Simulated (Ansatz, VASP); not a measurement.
## CoSi2 in VASP and in Ansatz

File INCAR:

```
SYSTEM = CoSi2
ALGO = Normal
EDIFF = 1E-6
ENCUT = 520
GGA = PS
ISIF = 2
ISMEAR = 0
LASPH = .True.
LCHARG = .False.
LREAL = .False.
LWAVE = .False.
NBANDS = 16
NELM = 60
PREC = Accurate
SIGMA = 0.15
```

File KPOINTS:

```
k-points
0
Gamma
  14 14 14
  0 0 0
```

File POSCAR:

```
CoSi2
1.0
    0.0000000000      2.6204501684      2.6204501684
    2.6204501684      0.0000000000      2.6204501684
    2.6204501684      2.6204501684      0.0000000000
Co Si
1 2
Direct
    0.0000000000      0.0000000000      0.0000000000
    0.2500000000      0.2500000000      0.2500000000
    0.7500000000      0.7500000000      0.7500000000
```

Input for Ansatz:

```yaml
crystal:
  lattice:
    - [0.0, 2.6204501684, 2.6204501684]
    - [2.6204501684, 0.0, 2.6204501684]
    - [2.6204501684, 2.6204501684, 0.0]
  atoms:
    - { symbol: Co, position: [0.0, 0.0, 0.0] }
    - { symbol: Si, position: [0.25, 0.25, 0.25] }
    - { symbol: Si, position: [0.75, 0.75, 0.75] }
basis:
  ecutwfc: 520.0
kpoints:
  mp_grid: { grid: [14, 14, 14] }
hamiltonian:
  xc: pbesol
  pseudopotentials: { kind: paw, azcp: { folder: soft_1 } }
scf:
  occupations: { method: gaussian, width: 0.15 }
  lower_state_search: "off"
output:
  forces: true
  stress: true
  eigenvalues: true
```

Alike in both runs: task single point; functional PBEsol; k mesh 14 × 14 × 14; occupations gaussian, width 0.15 eV; no spin polarisation.

```csv
,VASP,Ansatz
version,VASP 6.6.1,Ansatz 0.2.0
potentials or method,"VASP PAW PBE potentials, release 64 (Co, Si), cutoff 520 eV","scalar-relativistic, plane waves, PAW"
valence electrons in the cell,17,25
```

|  | VASP | Ansatz | Ansatz less VASP |
| --- | --- | --- | --- |
| gap on the k mesh at the Fermi level (eV) | none | none | - |
| pressure (GPa) | 8.8 | 8.7 | -0.11 |

VASP's potentials were made for PBE, not for PBEsol, and Ansatz warns of the same on its side. A gap of «none» marks a metal or a gap that the smearing closes. With one functional, cell and mesh, what is left measures potentials, basis and numerics. VASP's potentials hold 17 valence electrons a cell and Ansatz's 25, so a difference there can come from the potentials and not from the codes.
